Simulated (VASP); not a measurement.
# CsPbCl3 (Pm-3m) in VASP: further runs

Aim: see how the results for CsPbCl3 move with the level of theory and the settings. Levels: r2SCAN+D3(BJ), r2SCAN+D4, r2SCAN+rVV10. Tasks: relaxation of cell and atoms.

Everything below comes from runs of VASP 6.6.1. Logs are shortened: lines on timing, memory, paths and dates and some standing lists are left out, and cuts for length are marked.

## 1. The cell of the first run

The structure is cubic, space group Pm-3m (No. 221). Conventional cell: a = 5.605 Å, b = 5.605 Å, c = 5.605 Å, α = 90.00°, β = 90.00°, γ = 90.00°. Within 3.7 Å of Pb (site symmetry m-3m) lie 6 Cl at 2.80 Å. Within 5.2 Å of Cs (site symmetry m-3m) lie 12 Cl at 3.96 Å and 8 Pb at 4.85 Å. Cl (site symmetry 4/mmm) has 2 Pb at 2.80 Å within 3.7 Å.

## 2. Relaxation of cell and atoms, r2SCAN+D3(BJ)

POSCAR reads:

```
CsPbCl3
1.0
    5.6050000000      0.0000000000      0.0000000000
    0.0000000000      5.6050000000      0.0000000000
    0.0000000000      0.0000000000      5.6050000000
Pb Cs Cl
1 1 3
Direct
    0.5000000000      0.5000000000      0.5000000000
    0.0000000000      0.0000000000      0.0000000000
    0.5000000000      0.0000000000      0.5000000000
    0.0000000000      0.5000000000      0.5000000000
    0.5000000000      0.5000000000      0.0000000000
```

INCAR.step1 reads:

```
SYSTEM = CsPbCl3
PREC     = Accurate       ! precision mode
ENCUT    = 600            ! plane-wave cutoff, eV
ISMEAR   = -1             ! smearing method
SIGMA    = 0.05           ! smearing width, eV
LREAL    = .FALSE.        ! projectors in reciprocal space
LASPH    = .TRUE.         ! aspherical terms in the spheres
NELM     = 100            ! most SCF steps
GGA      = PE             ! functional
ALGO     = Normal         ! electronic algorithm
EDIFF    = 1E-4           ! SCF threshold, eV
LWAVE    = .TRUE.         ! write WAVECAR
LCHARG   = .FALSE.        ! write CHGCAR
```

INCAR.step2 reads:

```
SYSTEM = CsPbCl3
PREC     = Accurate       ! precision mode
ENCUT    = 600            ! plane-wave cutoff, eV
EDIFF    = 1E-6           ! SCF threshold, eV
ISMEAR   = -1             ! smearing method
SIGMA    = 0.05           ! smearing width, eV
LREAL    = .FALSE.        ! projectors in reciprocal space
LASPH    = .TRUE.         ! aspherical terms in the spheres
NELM     = 100            ! most SCF steps
ALGO     = Normal         ! electronic algorithm
ISIF     = 3              ! what is computed and relaxed
LWAVE    = .FALSE.        ! write WAVECAR
LCHARG   = .FALSE.        ! write CHGCAR
METAGGA  = R2SCAN         ! meta-GGA
LMIXTAU  = .TRUE.       
IVDW     = 12             ! dispersion correction
VDW_S6   = 1.0          
VDW_S8   = 0.78981345   
VDW_A1   = 0.49484001   
VDW_A2   = 5.73083694   
IBRION   = 2              ! ionic algorithm
NSW      = 60             ! ionic steps
EDIFFG   = -0.01          ! ionic threshold
ISTART   = 1
```

KPOINTS reads:

```
Automatic mesh
0
G
  5 5 5
  0 0 0
```

Potentials or basis: VASP PAW PBE potentials, release 64 (Pb_d, Cs_sv, Cl).

Run with:

```
$ cat potpaw_PBE.64/Pb_d/POTCAR potpaw_PBE.64/Cs_sv/POTCAR potpaw_PBE.64/Cl/POTCAR > POTCAR
$ cp INCAR.step1 INCAR
$ mpirun -np 1 vasp_std > vasp.out
$ cp INCAR.step2 INCAR
$ mpirun -np 1 vasp_std > vasp.out
```

OUTCAR:

```text
SYSTEM = CsPbCl3
   PREC = Accurate
   ENCUT = 600
   EDIFF = 1E-6
   ISMEAR = -1
   LREAL = .FALSE.
   LASPH = .TRUE.
   NELM = 100
   ISIF = 3
   METAGGA = R2SCAN
   IVDW = 12
   IBRION = 2
   NSW = 60
   EDIFFG = -0.01
   ISTART = 1
 IVDW          = 12

 ion  position               nearest neighbor table
   1  0.500  0.500  0.500-   3 2.80   4 2.80   5 2.80   5 2.80   3 2.80   4 2.80
   2  0.000  0.000  0.000-
   3  0.500  0.000  0.500-   1 2.80   1 2.80
   4  0.000  0.500  0.500-   1 2.80   1 2.80
   5  0.500  0.500  0.000-   1 2.80   1 2.80

  LATTYP: Found a simple cubic cell.
 ALAT       =     5.6050000000

  Lattice vectors:

 A1 = (   5.6050000000,   0.0000000000,   0.0000000000)
 A2 = (   0.0000000000,   5.6050000000,   0.0000000000)
 A3 = (   0.0000000000,   0.0000000000,   5.6050000000)

Analysis of symmetry for initial positions (statically):
=====================================================================
 Subroutine PRICEL returns:
 Original cell was already a primitive cell.

 Routine SETGRP: Setting up the symmetry group for a
 simple cubic supercell.

 Subroutine GETGRP returns: Found 48 space group operations
 (whereof 48 operations were pure point group operations)
 out of a pool of 48 trial point group operations.

The static configuration has the point symmetry O_h .

Analysis of symmetry for dynamics (positions and initial velocities):
=====================================================================
 Subroutine PRICEL returns:
 Original cell was already a primitive cell.

 Routine SETGRP: Setting up the symmetry group for a
 simple cubic supercell.

 Subroutine GETGRP returns: Found 48 space group operations
 (whereof 48 operations were pure point group operations)
 out of a pool of 48 trial point group operations.

The dynamic configuration has the point symmetry O_h .

 Subroutine INISYM returns: Found 48 space group operations
 (whereof 48 operations are pure point group operations),
 and found     1 'primitive' translations

----------------------------------------------------------------------------------------

                                     Primitive cell

  volume of cell :     176.0868

  direct lattice vectors                    reciprocal lattice vectors
     5.605000000  0.000000000  0.000000000     0.178412132  0.000000000  0.000000000
     0.000000000  5.605000000  0.000000000     0.000000000  0.178412132  0.000000000
     0.000000000  0.000000000  5.605000000     0.000000000  0.000000000  0.178412132

  length of vectors
     5.605000000  5.605000000  5.605000000     0.178412132  0.178412132  0.178412132

  position of ions in fractional coordinates (direct lattice)
     0.500000000  0.500000000  0.500000000
     0.000000000  0.000000000  0.000000000
     0.500000000  0.000000000  0.500000000
     0.000000000  0.500000000  0.500000000
     0.500000000  0.500000000  0.000000000

  ion indices of the primitive-cell ions
   primitive index   ion index
                 1           1
                 2           2
                 3           3
                 4           4
                 5           5

----------------------------------------------------------------------------------------

 KPOINTS: Automatic mesh

Automatic generation of k-mesh.
 Grid dimensions read from file:
 generate k-points for:    5    5    5

 Generating k-lattice:

  Cartesian coordinates                     Fractional coordinates (reciprocal lattice)
     0.035682426  0.000000000  0.000000000     0.200000000  0.000000000  0.000000000
     0.000000000  0.035682426  0.000000000     0.000000000  0.200000000  0.000000000
     0.000000000  0.000000000  0.035682426     0.000000000  0.000000000  0.200000000

  Length of vectors
     0.035682426  0.035682426  0.035682426

  Shift w.r.t. Gamma in fractional coordinates (k-lattice)
     0.000000000  0.000000000  0.000000000

 Subroutine IBZKPT returns following result:
 ===========================================

 Found     10 irreducible k-points:

 Following reciprocal coordinates:
            Coordinates               Weight
  0.000000  0.000000  0.000000      1.000000
  0.200000  0.000000  0.000000      6.000000
  0.400000  0.000000  0.000000      6.000000
  0.200000  0.200000  0.000000     12.000000
  0.400000  0.200000  0.000000     24.000000
  0.400000  0.400000  0.000000     12.000000
  0.200000  0.200000  0.200000      8.000000
  0.400000  0.200000  0.200000     24.000000
  0.400000  0.400000  0.200000     24.000000
  0.400000  0.400000  0.400000      8.000000
   k-points           NKPTS =     10   k-points in BZ     NKDIM =     10   number of bands    NBANDS=     26
   number of dos      NEDOS =    301   number of ions     NIONS =      5
   total plane-waves  NPLWV = 110592
   dimension x,y,z NGX =    48 NGY =   48 NGZ =   48
   dimension x,y,z NGXF=    96 NGYF=   96 NGZF=   96
   ions per type =               1   1   3
[... 28 lines left out ...]
   EFERMI_NEDOS =   21; number of points for ismear=-14 and -15
   IALGO  =     38    algorithm
   IMIX   =      4    mixing-type and parameters
     AMIX     =   0.40;   BMIX     =  1.00
     AMIX_MAG =   1.60;   BMIX_MAG =  1.00
  volume/ion in A,a.u.               =      35.22       237.66
  Fermi-wavevector in a.u.,A,eV,Ry     =   1.031138  1.948568 14.466333  1.063245
  Thomas-Fermi vector in A             =   2.165271
   LORBIT       =      0    0 simple, 1 ext, 2 COOP (PROOUT), +10 PAW based schemes
   METAGGA = R2SCAN    functional components
   LHFCALC =     F    Hartree Fock is set to
   AEXX    =    0.0000 exact exchange contribution
   IVDW    =    12    specifies the selected vdW correction
   LEPSILON=     F    determine dielectric tensor
   LRPA    =     F    only Hartree local field effects (RPA)
 conjugate gradient relaxation of ions
 non-spin polarized calculation
  energy-cutoff  :      600.00
  volume of cell :      176.09
 maximum number of plane-waves:      5896
 NGX is ok and might be reduce to    48
   NGX = 23   NGY = 23   NGZ = 23

--------------------------------------- Ionic step        1  -------------------------------------------

 number of electron      43.9999992 magnetization

 Free energy of the ion-electron system (eV)
  ---------------------------------------------------
  ext. energy  EPLUGINS =         0.00000000
  ---------------------------------------------------
  free energy    TOTEN  =      -108.17599015 eV

  energy without entropy =     -108.17599015  energy(sigma->0) =     -108.17599015

------------------------ aborting loop because EDIFF is reached ----------------------------------------

 Edisp (eV)   -0.46374

 E8    (eV) :    -0.1648

  FORCE on cell =-STRESS in cart. coord.  units (eV):
  Direction    XX          YY          ZZ          XY          YZ          ZX
  --------------------------------------------------------------------------------------
  -------------------------------------------------------------------------------------
  Total       0.58632     0.58632     0.58632    -0.00000    -0.00000    -0.00000
  in kB       5.33482     5.33482     5.33482    -0.00000    -0.00000    -0.00000
  external pressure =        5.33 kB  Pullay stress =        0.00 kB

 VOLUME and BASIS-vectors are now :
 -----------------------------------------------------------------------------
  energy-cutoff  :      600.00
  volume of cell :      176.09
      direct lattice vectors                 reciprocal lattice vectors
     5.605000000  0.000000000  0.000000000     0.178412132  0.000000000  0.000000000
     0.000000000  5.605000000  0.000000000     0.000000000  0.178412132  0.000000000
     0.000000000  0.000000000  5.605000000     0.000000000  0.000000000  0.178412132
[... 44 lines left out ...]
 POSITION                                       TOTAL-FORCE (eV/Angst)
 -----------------------------------------------------------------------------------
      2.81835      2.81835      2.81835         0.000000     -0.000000      0.000000
      0.00000      0.00000      0.00000        -0.000000      0.000000      0.000000
      2.81835      0.00000      2.81835        -0.000000      0.000000      0.000000
     -0.00000      2.81835      2.81835        -0.000000      0.000000      0.000000
      2.81835      2.81835     -0.00000        -0.000000      0.000000      0.000000
 -----------------------------------------------------------------------------------
    total drift:                                0.000000     -0.000000     -0.000000

  FREE ENERGIE OF THE ION-ELECTRON SYSTEM (eV)
  ---------------------------------------------------
  free  energy   TOTEN  =      -108.6453152396 eV

  energy  without entropy=     -108.6453152395  energy(sigma->0) =     -108.64531524

--------------------------------------- Ionic step        3  -------------------------------------------

 number of electron      43.9999995 magnetization

 Free energy of the ion-electron system (eV)
  ---------------------------------------------------
  ext. energy  EPLUGINS =         0.00000000
  ---------------------------------------------------
  free energy    TOTEN  =      -108.19077361 eV

  energy without entropy =     -108.19077361  energy(sigma->0) =     -108.19077361

 E-fermi :   1.9271     XC(G=0):  -8.1647

 val. band max:        0.7773464887   @ k =   0.4000   0.4000   0.4000
 cond. band min:       4.1427869310   @ k =   0.4000   0.4000   0.4000
 fundamental gap:      3.3654404423
 Fermi energy:         1.9270672296

 k-point     1 :       0.0000    0.0000    0.0000
  band No.  band energies     occupation
      1     -20.5754      2.00000
      2     -15.9827      2.00000
      3     -15.9827      2.00000
      4     -15.7290      2.00000
      5     -15.7290      2.00000
      6     -15.7290      2.00000
[... 18 lines left out ...]
     25       6.1053      0.00000
     26       7.1014      0.00000
[... 285 lines left out ...]
 POSITION                                       TOTAL-FORCE (eV/Angst)
 -----------------------------------------------------------------------------------
      2.82075      2.82075      2.82075         0.000000     -0.000000      0.000000
      0.00000      0.00000      0.00000        -0.000000      0.000000      0.000000
      2.82075      0.00000      2.82075        -0.000000      0.000000      0.000000
     -0.00000      2.82075      2.82075        -0.000000      0.000000      0.000000
      2.82075      2.82075     -0.00000        -0.000000      0.000000      0.000000
 -----------------------------------------------------------------------------------
    total drift:                                0.000000     -0.000000     -0.000000

  FREE ENERGIE OF THE ION-ELECTRON SYSTEM (eV)
  ---------------------------------------------------
  free  energy   TOTEN  =      -108.6454179281 eV

  energy  without entropy=     -108.6454179281  energy(sigma->0) =     -108.64541793

 reached required accuracy - stopping structural energy minimisation
```

It took 3.7 min on 1 thread of Intel Xeon 6975P-C (Granite Rapids), shared host; peak memory 0.41 GiB.

What came out:

- Free energy: -108.6454 eV
- Relaxed volume: 35.91 Å³/atom
- Relaxed cell: a = 5.642 Å, b = 5.642 Å, c = 5.642 Å, α = 90.00°, β = 90.00°, γ = 90.00°
- Space group after relaxing (to 0.1 Å): Pm-3m (No. 221)
- Energy gained by relaxing: 1.1 meV/atom
- Ionic steps: 3
- Pressure after relaxing: 0.0 GPa
- Band gap on the k mesh: 3.37 eV
- Dispersion energy per atom: -0.091 eV

The path:
```tsv
step	energy change (eV)	largest force (eV/Å)	pressure (GPa)	volume (Å³)
1	0.0000	0.0000	0.53	176.09
2	-0.0056	0.0000	0.07	179.09
3	-0.0057	0.0000	0.00	179.55
```

Final structure:
```
CELL_PARAMETERS angstrom
5.64150 0.00000 0.00000
0.00000 5.64150 0.00000
0.00000 0.00000 5.64150
ATOMIC_POSITIONS crystal
Pb 0.50000 0.50000 0.50000
Cs 0.00000 0.00000 0.00000
Cl 0.50000 0.00000 0.50000
Cl 0.00000 0.50000 0.50000
Cl 0.50000 0.50000 0.00000
```

Levels at points of the mesh, in eV from the valence-band top:
| k point | band 18 | band 19 | band 20 | band 21 | band 22 | band 23 | band 24 | band 25 | band 26 |
| --- | --- | --- | --- | --- | --- | --- | --- | --- | --- |
| (0.00, 0.00, 0.00) | -2.13 | -2.13 | -2.02 | -2.02 | -2.02 | 4.47 | 5.33 | 5.33 | 6.32 |

Caveat: the PAW data sets were made with another functional, which shifts forces and pressure a little; spin-orbit coupling is left out, which moves the levels of the heavy elements; an odd mesh through Γ misses points on the zone boundary, where band edges can lie.

## 3. Relaxation of cell and atoms, r2SCAN+D4

POSCAR is that of step 2.

INCAR.step1 reads:

```
SYSTEM = CsPbCl3
ALGO = Normal
EDIFF = 1E-4
ENCUT = 600
GGA = PE
ISMEAR = -1
LASPH = .TRUE.
LCHARG = .FALSE.
LREAL = .FALSE.
LWAVE = .TRUE.
NELM = 80
PREC = Accurate
SIGMA = 0.05
```

INCAR.step2 reads:

```
SYSTEM = CsPbCl3
ALGO = Normal
EDIFF = 1E-7
EDIFFG = -0.01
ENCUT = 600
IBRION = 2
ISIF = 3
ISMEAR = -1
ISTART = 1
IVDW = 13
LASPH = .TRUE.
LCHARG = .FALSE.
LMIXTAU = .TRUE.
LREAL = .FALSE.
LWAVE = .FALSE.
METAGGA = R2SCAN
NELM = 80
NSW = 60
PREC = Accurate
SIGMA = 0.05
VDW_A1 = 0.51559235
VDW_A2 = 5.77342911
VDW_S6 = 1.0
VDW_S8 = 0.6018749
```

KPOINTS reads:

```
k-points
0
G
  5 5 5
  0 0 0
```

Potentials or basis: VASP PAW PBE potentials, release 64 (Pb_d, Cs_sv, Cl).

Run with:

```
$ cat potpaw_PBE.64/Pb_d/POTCAR potpaw_PBE.64/Cs_sv/POTCAR potpaw_PBE.64/Cl/POTCAR > POTCAR
$ cp INCAR.step1 INCAR
$ mpirun -np 1 vasp_std > vasp.out
$ cp INCAR.step2 INCAR
$ mpirun -np 1 vasp_std > vasp.out
```

Wall time 5.2 min (1 thread of Intel Xeon 6975P-C (Granite Rapids), shared host); peak memory 0.4 GiB.

It converged, with:

```yaml
Free_energy: -108.5053 eV
Relaxed_volume: 36.12 Å³/atom
Relaxed_cell: a = 5.652 Å, b = 5.652 Å, c = 5.652 Å, α = 90.00°, β = 90.00°, γ = 90.00°
Space_group_after_relaxing_to_0.1_Å: Pm-3m (No. 221)
Energy_gained_by_relaxing: 1.9 meV/atom
Ionic_steps: 3
Pressure_after_relaxing: 0.0 GPa
Band_gap_on_the_k_mesh: 3.38 eV
Dispersion_energy_per_atom: -0.062 eV
```

Step by step:
```csv
step,energy change (eV),largest force (eV/Å),pressure (GPa),volume (Å³)
1,0.0000,0.0000,0.68,176.09
2,-0.0092,0.0000,0.09,179.95
3,-0.0094,0.0000,0.00,180.60
```

Final structure:
```cif
data_structure
_symmetry_space_group_name_H-M 'P 1'
_symmetry_Int_Tables_number 1
_cell_length_a 5.6524
_cell_length_b 5.6524
_cell_length_c 5.6524
_cell_angle_alpha 90.000
_cell_angle_beta 90.000
_cell_angle_gamma 90.000
_cell_volume 180.60
loop_
_atom_site_label
_atom_site_type_symbol
_atom_site_fract_x
_atom_site_fract_y
_atom_site_fract_z
_atom_site_occupancy
Pb1 Pb 0.50000 0.50000 0.50000 1
Cs1 Cs 0.00000 0.00000 0.00000 1
Cl1 Cl 0.50000 0.00000 0.50000 1
Cl2 Cl 0.00000 0.50000 0.50000 1
Cl3 Cl 0.50000 0.50000 0.00000 1
```

Levels at points of the mesh, in eV from the valence-band top:
```csv
k point,band 18,band 19,band 20,band 21,band 22,band 23,band 24,band 25,band 26
"(0.00, 0.00, 0.00)",-2.09,-2.09,-1.99,-1.99,-1.99,4.49,5.36,5.36,6.36
```

Caveat: the PAW data sets were made with another functional, which shifts forces and pressure a little; spin-orbit coupling is left out, which moves the levels of the heavy elements; an odd mesh through Γ misses points on the zone boundary, where band edges can lie.

## 4. Relaxation of cell and atoms, r2SCAN+rVV10

POSCAR is that of step 3.

INCAR.step1 reads:

```
  ALGO = Normal
  EDIFF = 1E-4
  ENCUT = 600
  GGA = PE
  ISMEAR = -1
  LASPH = True
  LCHARG = False
  LREAL = False
  LWAVE = True
  NELM = 60
  PREC = Accurate
  SIGMA = 0.05
```

INCAR.step2 reads:

```
  ALGO = Normal
  BPARAM = 11.95
  CPARAM = 0.0093
  EDIFF = 1E-6
  EDIFFG = -0.01
  ENCUT = 600
  IBRION = 2
  ISIF = 3
  ISMEAR = -1
  ISTART = 1
  IVDW_NL = 2
  LASPH = True
  LCHARG = False
  LMIXTAU = True
  LREAL = False
  LUSE_VDW = True
  LWAVE = False
  METAGGA = R2SCAN
  NELM = 60
  NSW = 60
  PREC = Accurate
  SIGMA = 0.05
```

KPOINTS reads:

```
k-points
0
Gamma
  5 5 5
```

Run with:

```
$ cat potpaw_PBE.64/Pb_d/POTCAR potpaw_PBE.64/Cs_sv/POTCAR potpaw_PBE.64/Cl/POTCAR > POTCAR
$ cp INCAR.step1 INCAR
$ mpirun -np 1 vasp_std > vasp.out
$ cp INCAR.step2 INCAR
$ mpirun -np 1 vasp_std > vasp.out
```

It took 6.7 min on 1 thread of Intel Xeon 6975P-C (Granite Rapids), shared host; peak memory 0.77 GiB.

Results (log left out):

* Free energy: -106.7041 eV
* Relaxed volume: 35.62 Å³/atom
* Relaxed cell: a = 5.626 Å, b = 5.626 Å, c = 5.626 Å, α = 90.00°, β = 90.00°, γ = 90.00°
* Space group after relaxing (to 0.1 Å): Pm-3m (No. 221)
* Energy gained by relaxing: 0.5 meV/atom
* Ionic steps: 2
* Pressure after relaxing: 0.0 GPa
* Band gap on the k mesh: 3.32 eV

Step by step:
```tsv
step	energy change (eV)	largest force (eV/Å)	pressure (GPa)	volume (Å³)
1	0.0000	0.0000	0.35	176.09
2	-0.0025	0.0000	0.04	178.08
```

Final structure:
```
Pb Cs Cl
1.0
     5.62610    0.00000    0.00000
     0.00000    5.62610    0.00000
     0.00000    0.00000    5.62610
Pb Cs Cl
1 1 3
Direct
  0.50000 0.50000 0.50000
  0.00000 0.00000 0.00000
  0.50000 0.00000 0.50000
  0.00000 0.50000 0.50000
  0.50000 0.50000 0.00000
```

Levels at points of the mesh, in eV from the valence-band top:
```
           k point  band 19  band 20  band 21  band 22  band 23  band 24  band 25  band 26
(0.00, 0.00, 0.00)    -2.19    -2.08    -2.08    -2.08     4.31     5.16     5.16     6.21
```

Caveat: the PAW data sets were made with another functional, which shifts forces and pressure a little; spin-orbit coupling is left out, which moves the levels of the heavy elements; an odd mesh through Γ misses points on the zone boundary, where band edges can lie. Zero-point motion and thermal expansion aren't in these numbers.

## 5. Overview

| level | gap on the mesh (eV) | pressure (GPa) | relaxed volume (Å³/atom) |
| --- | --- | --- | --- |
| r2SCAN+D3(BJ) | 3.37 | 0.0 | 35.91 |
| r2SCAN+D4 | 3.38 | 0.0 | 36.12 |
| r2SCAN+rVV10 | 3.32 | 0.0 | 35.62 |

Alike in all rows: task relaxation of cell and atoms; potentials or basis VASP PAW PBE potentials, release 64 (Pb_d, Cs_sv, Cl); no spin polarisation; cell relaxed; k mesh 5 × 5 × 5; cutoff (eV) 600; smearing fermi-dirac 0.05 eV.

Caveats: the PAW data sets were made with another functional, which shifts forces and pressure a little; spin-orbit coupling is left out, which moves the levels of the heavy elements; an odd mesh through Γ misses points on the zone boundary, where band edges can lie.

Total energies depend on the potentials used, so only differences within one code and one set of settings carry meaning.
